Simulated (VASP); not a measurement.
# SrO in VASP: notebook

The runs below take SrO through single point, with LDA.

Everything below comes from runs of VASP 6.6.1. Logs are shortened: lines on timing, memory, paths and dates and some standing lists are left out, and cuts for length are marked.

## Step 1: The cell of the first run

Symmetry: Fm-3m, No. 225, cubic system. The conventional cell has a = 5.039 Å, b = 5.039 Å, c = 5.039 Å, α = 90.00°, β = 90.00°, γ = 90.00°. Sr (site symmetry m-3m) has 6 O at 2.52 Å within 3.3 Å. Within 3.3 Å of O (site symmetry m-3m) lie 6 Sr at 2.52 Å.

## Step 2: Single point, LDA

INCAR

```
PREC     = Accurate       # precision mode
ENCUT    = 600            # plane-wave cutoff, eV
EDIFF    = 1E-6           # SCF threshold, eV
ISMEAR   = 0              # smearing method
SIGMA    = 0.01           # smearing width, eV
LREAL    = F              # projectors in reciprocal space
LASPH    = T              # aspherical terms in the spheres
NELM     = 120            # most SCF steps
ALGO     = Normal         # electronic algorithm
ISIF     = 2              # what is computed and relaxed
LWAVE    = F              # write WAVECAR
LCHARG   = F              # write CHGCAR
GGA      = CA             # functional
NBANDS   = 15             # bands
GGA_COMPAT= F
```

KPOINTS

```
regular mesh
0
Gamma
  8 8 8
```

POSCAR

```
SrO
1.0
    0.0000000000      2.5195365828      2.5195365828
    2.5195365828      0.0000000000      2.5195365828
    2.5195365828      2.5195365828      0.0000000000
Sr O
1 1
Direct
    0.5000000000      0.5000000000      0.5000000000
    0.0000000000      0.0000000000      0.0000000000
```

Potentials or basis: VASP PAW LDA potentials, release 64 (Sr_sv, O).

Command:

```
$ cat potpaw_LDA.64/Sr_sv/POTCAR potpaw_LDA.64/O/POTCAR > POTCAR
$ mpirun -np 1 vasp_std > vasp.out
```

OUTCAR:

```text
PREC = Accurate
   ENCUT = 600
   EDIFF = 1E-6
   ISMEAR = 0
   LREAL = F
   LASPH = T
   NELM = 120
   ISIF = 2
   GGA = CA

 ion  position               nearest neighbor table
   1  0.500  0.500  0.500-   2 2.52   2 2.52   2 2.52   2 2.52   2 2.52   2 2.52
   2  0.000  0.000  0.000-   1 2.52   1 2.52   1 2.52   1 2.52   1 2.52   1 2.52

  LATTYP: Found a face centered cubic cell.
 ALAT       =     5.0390731656

  Lattice vectors:

 A1 = (   0.0000000000,   2.5195365828,   2.5195365828)
 A2 = (   2.5195365828,   0.0000000000,   2.5195365828)
 A3 = (   2.5195365828,   2.5195365828,   0.0000000000)

Analysis of symmetry for initial positions (statically):
=====================================================================
 Subroutine PRICEL returns:
 Original cell was already a primitive cell.

 Routine SETGRP: Setting up the symmetry group for a
 face centered cubic supercell.

 Subroutine GETGRP returns: Found 48 space group operations
 (whereof 48 operations were pure point group operations)
 out of a pool of 48 trial point group operations.

The static configuration has the point symmetry O_h .

Analysis of symmetry for dynamics (positions and initial velocities):
=====================================================================
 Subroutine PRICEL returns:
 Original cell was already a primitive cell.

 Routine SETGRP: Setting up the symmetry group for a
 face centered cubic supercell.

 Subroutine GETGRP returns: Found 48 space group operations
 (whereof 48 operations were pure point group operations)
 out of a pool of 48 trial point group operations.

The dynamic configuration has the point symmetry O_h .

 Subroutine INISYM returns: Found 48 space group operations
 (whereof 48 operations are pure point group operations),
 and found     1 'primitive' translations

----------------------------------------------------------------------------------------

                                     Primitive cell

  volume of cell :      31.9884

  direct lattice vectors                    reciprocal lattice vectors
     0.000000000  2.519536583  2.519536583    -0.198449192  0.198449192  0.198449192
     2.519536583  0.000000000  2.519536583     0.198449192 -0.198449192  0.198449192
     2.519536583  2.519536583  0.000000000     0.198449192  0.198449192 -0.198449192

  length of vectors
     3.563162806  3.563162806  3.563162806     0.343724084  0.343724084  0.343724084

  position of ions in fractional coordinates (direct lattice)
     0.500000000  0.500000000  0.500000000
     0.000000000  0.000000000  0.000000000

  ion indices of the primitive-cell ions
   primitive index   ion index
[... 87 lines left out ...]
   EMIN   =  10.00;   EMAX   =-10.00  energy-range for DOS
   EFERMI =   0.00;   METHOD = LEGACY
   ISMEAR =     0;   SIGMA  =   0.01  broadening in eV -4-tet -1-fermi 0-gaus
   EFERMI_NEDOS =   21; number of points for ismear=-14 and -15
   IALGO  =     38    algorithm
   IMIX   =      4    mixing-type and parameters
     AMIX     =   0.40;   BMIX     =  1.00
     AMIX_MAG =   1.60;   BMIX_MAG =  1.00
  volume/ion in A,a.u.               =      15.99       107.93
  Fermi-wavevector in a.u.,A,eV,Ry     =   1.299524  2.455743 22.976995  1.688761
  Thomas-Fermi vector in A             =   2.430782
   LORBIT       =      0    0 simple, 1 ext, 2 COOP (PROOUT), +10 PAW based schemes
   GGA     = CA    functional components
   LHFCALC =     F    Hartree Fock is set to
   AEXX    =    0.0000 exact exchange contribution
   IVDW    =     0    specifies the selected vdW correction
   LEPSILON=     F    determine dielectric tensor
   LRPA    =     F    only Hartree local field effects (RPA)
 non-spin polarized calculation
 Gauss-broadening in eV      SIGMA  =   0.01
  energy-cutoff  :      600.00
  volume of cell :       31.99
 maximum number of plane-waves:      1090
   NGX = 15   NGY = 15   NGZ = 15

 number of electron      15.9999997 magnetization

 Free energy of the ion-electron system (eV)
  ---------------------------------------------------
  ext. energy  EPLUGINS =         0.00000000
  ---------------------------------------------------
  free energy    TOTEN  =       -13.38341783 eV

  energy without entropy =      -13.38341783  energy(sigma->0) =      -13.38341783

 E-fermi :   1.7630     XC(G=0): -10.8151

 val. band max:        1.6482727220   @ k =   0.0000   0.0000   0.0000
 cond. band min:       4.6940991413   @ k =   0.5000   0.5000   0.0000
 fundamental gap:      3.0458264193
 Fermi energy:         1.7630063732

 k-point     1 :       0.0000    0.0000    0.0000
  band No.  band energies     occupation
      1     -30.2412      2.00000
      2     -13.1890      2.00000
      3     -11.8939      2.00000
      4     -11.8939      2.00000
      5     -11.8939      2.00000
      6       1.6483      2.00000
      7       1.6483      2.00000
      8       1.6483      2.00000
      9       5.8942      0.00000
     10       7.8764      0.00000
     11       7.8764      0.00000
     12       7.8764      0.00000
     13      10.2442      0.00000
     14      10.2442      0.00000
[... 401 lines left out ...]
      2     -14.5804      2.00000
      3     -12.3884      2.00000
      4     -12.1851      2.00000
      5     -10.9844      2.00000
      6      -0.0500      2.00000
      7       0.7141      2.00000
      8       0.8248      2.00000
      9       8.1161      0.00000
     10       8.4890      0.00000
     11      11.4363      0.00000
     12      11.4924      0.00000
     13      13.8310      0.00000
     14      15.1468      0.00000
     15      15.5390      0.00000

 [... further k-points ...]

------------------------ aborting loop because EDIFF is reached ----------------------------------------

  FORCE on cell =-STRESS in cart. coord.  units (eV):
  Direction    XX          YY          ZZ          XY          YZ          ZX
  --------------------------------------------------------------------------------------
  -------------------------------------------------------------------------------------
  Total        0.4798835      0.4798835      0.4798835      0.0000000      0.0000000      0.0000000
  in kB       24.0355701     24.0355701     24.0355701      0.0000000      0.0000000      0.0000000
  external PRESSURE =      24.0355701 kB  Pullay stress =       0.0000000 kB

 VOLUME and BASIS-vectors are now :
 -----------------------------------------------------------------------------
  energy-cutoff  :      600.00
  volume of cell :       31.99
      direct lattice vectors                 reciprocal lattice vectors
     0.000000000  2.519536583  2.519536583    -0.198449192  0.198449192  0.198449192
     2.519536583  0.000000000  2.519536583     0.198449192 -0.198449192  0.198449192
     2.519536583  2.519536583  0.000000000     0.198449192  0.198449192 -0.198449192

 POSITION                                       TOTAL-FORCE (eV/Angst)
 -----------------------------------------------------------------------------------
      2.51954      2.51954      2.51954         0.000000     -0.000000      0.000000
      0.00000      0.00000      0.00000        -0.000000      0.000000     -0.000000
 -----------------------------------------------------------------------------------
    total drift:                                0.000000      0.000000      0.000000

  FREE ENERGIE OF THE ION-ELECTRON SYSTEM (eV)
  ---------------------------------------------------
  free  energy   TOTEN  =       -13.3834178294 eV

  energy  without entropy=      -13.3834178294  energy(sigma->0) =      -13.38341783
```

It took 13 s on 1 thread of Intel Xeon Platinum 8259CL at 2.50GHz (Skylake/Cascade Lake), shared host; peak memory 0.15 GiB.

What came out:

```yaml
Free_energy: -13.3834 eV
Pressure: 2.4 GPa
Band_gap_on_the_k_mesh: 3.05 eV (least direct gap 3.08 eV)
```

## Step 3: Single point, LDA

This run uses another cell than the first one, of 16.24 Å³/atom.

INCAR

```
SYSTEM = SrO
ALGO = Normal
EDIFF = 1E-6
ENCUT = 600
GGA_COMPAT = .FALSE.
ISIF = 2
ISMEAR = 0
LASPH = .TRUE.
LCHARG = .FALSE.
LREAL = .FALSE.
LWAVE = .FALSE.
NBANDS = 15
NELM = 120
PREC = Accurate
SIGMA = 0.01
```

KPOINTS

```
k-points
0
G
  8 8 8
  0 0 0
```

POSCAR

```
SrO
1.0
    0.0000000000      2.5321975707      2.5321975707
    2.5321975707      0.0000000000      2.5321975707
    2.5321975707      2.5321975707      0.0000000000
Sr O
1 1
Direct
    0.5000000000      0.5000000000      0.5000000000
    0.0000000000      0.0000000000      0.0000000000
```

Potentials or basis: VASP PAW LDA potentials, release 64 (Sr_sv, O).

Command:

```
$ cat potpaw_LDA.64/Sr_sv/POTCAR potpaw_LDA.64/O/POTCAR > POTCAR
$ mpirun -np 1 vasp_std > vasp.out
```

Run time: 17 s. Hardware: 1 thread of Intel Xeon Platinum 8259CL at 2.50GHz (Skylake/Cascade Lake), shared host; peak memory 0.15 GiB.

It converged, with:

```yaml
Free_energy: -13.3888 eV
Pressure: 0.7 GPa
Band_gap_on_the_k_mesh: 3.06 eV (least direct gap 3.11 eV)
```

Levels at points of the mesh, in eV from the valence-band top:
| k point | band 4 | band 5 | band 6 | band 7 | band 8 | band 9 | band 10 | band 11 | band 12 | band 13 |
| --- | --- | --- | --- | --- | --- | --- | --- | --- | --- | --- |
| (0.00, 0.00, 0.00) | -13.61 | -13.61 | 0.00 | 0.00 | 0.00 | 4.13 | 6.20 | 6.20 | 6.20 | 8.53 |
| (0.50, 0.00, 0.00) | -13.70 | -12.29 | -2.33 | -1.25 | -1.25 | 6.64 | 8.63 | 9.07 | 9.07 | 12.40 |
| (0.50, 0.50, 0.00) | -14.05 | -14.05 | -0.34 | -0.05 | -0.05 | 3.06 | 8.11 | 10.49 | 10.58 | 11.52 |

## Step 4: Single point, LDA

This run uses another cell than the first one, of 16.48 Å³/atom.

INCAR

```
SYSTEM = SrO
ALGO = Normal
EDIFF = 1E-6
ENCUT = 600
GGA_COMPAT = .False.
ISIF = 2
ISMEAR = 0
LASPH = .True.
LCHARG = .False.
LREAL = .False.
LWAVE = .False.
NBANDS = 15
NELM = 120
PREC = Accurate
SIGMA = 0.01
```

KPOINTS

```
k-points
0
Gamma
  8 8 8
  0 0 0
```

POSCAR

```
SrO
1.0
    0.0000000000      2.5448585586      2.5448585586
    2.5448585586      0.0000000000      2.5448585586
    2.5448585586      2.5448585586      0.0000000000
Sr O
1 1
Direct
    0.5000000000      0.5000000000      0.5000000000
    0.0000000000      0.0000000000      0.0000000000
```

Potentials or basis: VASP PAW LDA potentials, release 64 (Sr_sv, O).

Command:

```
$ cat potpaw_LDA.64/Sr_sv/POTCAR potpaw_LDA.64/O/POTCAR > POTCAR
$ mpirun -np 1 vasp_std > vasp.out
```

OUTCAR:

```text
SYSTEM = SrO
   EDIFF = 1E-6
   ENCUT = 600
   ISIF = 2
   ISMEAR = 0
   LASPH = .True.
   LREAL = .False.
   NELM = 120
   PREC = Accurate

 ion  position               nearest neighbor table
   1  0.500  0.500  0.500-   2 2.54   2 2.54   2 2.54   2 2.54   2 2.54   2 2.54
   2  0.000  0.000  0.000-   1 2.54   1 2.54   1 2.54   1 2.54   1 2.54   1 2.54

  LATTYP: Found a face centered cubic cell.
 ALAT       =     5.0897171172

  Lattice vectors:

 A1 = (   0.0000000000,   2.5448585586,   2.5448585586)
 A2 = (   2.5448585586,   0.0000000000,   2.5448585586)
 A3 = (   2.5448585586,   2.5448585586,   0.0000000000)

Analysis of symmetry for initial positions (statically):
=====================================================================
 Subroutine PRICEL returns:
 Original cell was already a primitive cell.

 Routine SETGRP: Setting up the symmetry group for a
 face centered cubic supercell.

 Subroutine GETGRP returns: Found 48 space group operations
 (whereof 48 operations were pure point group operations)
 out of a pool of 48 trial point group operations.

The static configuration has the point symmetry O_h .

Analysis of symmetry for dynamics (positions and initial velocities):
=====================================================================
 Subroutine PRICEL returns:
 Original cell was already a primitive cell.

 Routine SETGRP: Setting up the symmetry group for a
 face centered cubic supercell.

 Subroutine GETGRP returns: Found 48 space group operations
 (whereof 48 operations were pure point group operations)
 out of a pool of 48 trial point group operations.

The dynamic configuration has the point symmetry O_h .

 Subroutine INISYM returns: Found 48 space group operations
 (whereof 48 operations are pure point group operations),
 and found     1 'primitive' translations

----------------------------------------------------------------------------------------

                                     Primitive cell

  volume of cell :      32.9626
[... 119 lines left out ...]
   LRPA    =     F    only Hartree local field effects (RPA)
 non-spin polarized calculation
 Gauss-broadening in eV      SIGMA  =   0.01
  energy-cutoff  :      600.00
  volume of cell :       32.96
 maximum number of plane-waves:      1124
 NGX is ok and might be reduce to    30
   NGX = 15   NGY = 15   NGZ = 15

 number of electron      15.9999998 magnetization

 Free energy of the ion-electron system (eV)
  ---------------------------------------------------
  ext. energy  EPLUGINS =         0.00000000
  ---------------------------------------------------
  free energy    TOTEN  =       -13.38925784 eV

  energy without entropy =      -13.38925784  energy(sigma->0) =      -13.38925784

 E-fermi :   1.5826     XC(G=0): -10.6720

 val. band max:        1.4937990337   @ k =   0.0000   0.0000   0.0000
 cond. band min:       4.5690165476   @ k =   0.5000   0.5000   0.0000
 fundamental gap:      3.0752175139
 Fermi energy:         1.5825570601

 k-point     1 :       0.0000    0.0000    0.0000
  band No.  band energies     occupation
      1     -30.4888      2.00000
      2     -13.3054      2.00000
      3     -12.1802      2.00000
      4     -12.1802      2.00000
      5     -12.1802      2.00000
      6       1.4938      2.00000
      7       1.4938      2.00000
      8       1.4938      2.00000
      9       5.5156      0.00000
     10       7.6625      0.00000
     11       7.6625      0.00000
     12       7.6625      0.00000
     13       9.9582      0.00000
     14       9.9582      0.00000
[... 401 lines left out ...]
      2     -14.6473      2.00000
      3     -12.6302      2.00000
      4     -12.4442      2.00000
      5     -11.2667      2.00000
      6      -0.1667      2.00000
      7       0.5865      2.00000
      8       0.6822      2.00000
      9       7.8556      0.00000
     10       8.2188      0.00000
     11      11.0218      0.00000
     12      11.1476      0.00000
     13      13.3923      0.00000
     14      14.6771      0.00000
     15      15.0057      0.00000

 [... further k-points ...]

------------------------ aborting loop because EDIFF is reached ----------------------------------------

  FORCE on cell =-STRESS in cart. coord.  units (eV):
  Direction    XX          YY          ZZ          XY          YZ          ZX
  --------------------------------------------------------------------------------------
  -------------------------------------------------------------------------------------
  Total       -0.1726993     -0.1726993     -0.1726993     -0.0000000     -0.0000000      0.0000000
  in kB       -8.3942163     -8.3942163     -8.3942163     -0.0000000     -0.0000000      0.0000000
  external PRESSURE =      -8.3942163 kB  Pullay stress =       0.0000000 kB

 VOLUME and BASIS-vectors are now :
 -----------------------------------------------------------------------------
  energy-cutoff  :      600.00
  volume of cell :       32.96
      direct lattice vectors                 reciprocal lattice vectors
     0.000000000  2.544858559  2.544858559    -0.196474574  0.196474574  0.196474574
     2.544858559  0.000000000  2.544858559     0.196474574 -0.196474574  0.196474574
     2.544858559  2.544858559  0.000000000     0.196474574  0.196474574 -0.196474574

 POSITION                                       TOTAL-FORCE (eV/Angst)
 -----------------------------------------------------------------------------------
      2.54486      2.54486      2.54486         0.000000      0.000000      0.000000
      0.00000      0.00000      0.00000        -0.000000     -0.000000     -0.000000
 -----------------------------------------------------------------------------------
    total drift:                               -0.000000      0.000000      0.000000

  FREE ENERGIE OF THE ION-ELECTRON SYSTEM (eV)
  ---------------------------------------------------
  free  energy   TOTEN  =       -13.3892578367 eV

  energy  without entropy=      -13.3892578367  energy(sigma->0) =      -13.38925784
```

stdout:

```text
POSCAR found type information on POSCAR SrO
 POSCAR found :  2 types and       2 ions
 scaLAPACK will be used
 LDA part: xc-table for (Slater(with rela. corr.)+CA(PZ))
 , standard interpolation
 POSCAR, INCAR and KPOINTS ok, starting setup
 FFT: planning ... GRIDC
 FFT: planning ... GRID_SOFT
 FFT: planning ... GRID
 WAVECAR not read
 entering main loop
```

It took 16 s on 1 thread of Intel Xeon Platinum 8259CL at 2.50GHz (Skylake/Cascade Lake), shared host; peak memory 0.16 GiB.

Results:

```
Free energy            : -13.3893 eV
Pressure               : -0.8 GPa
Band gap on the k mesh : 3.08 eV (least direct gap 3.14 eV)
```

Levels at points of the mesh, in eV from the valence-band top:
| k point | band 6 | band 7 | band 8 | band 9 | band 10 | band 11 |
| --- | --- | --- | --- | --- | --- | --- |
| (0.00, 0.00, 0.00) | 0.00 | 0.00 | 0.00 | 4.02 | 6.17 | 6.17 |
| (0.50, 0.00, 0.00) | -2.30 | -1.22 | -1.22 | 6.58 | 8.51 | 8.98 |
| (0.50, 0.50, 0.00) | -0.37 | -0.06 | -0.06 | 3.08 | 7.99 | 10.39 |

A k mesh can miss the band edges. Expect the measured gap to be larger: semilocal functionals such as LDA lack the derivative discontinuity.

(Continued in part 2 of 2.)
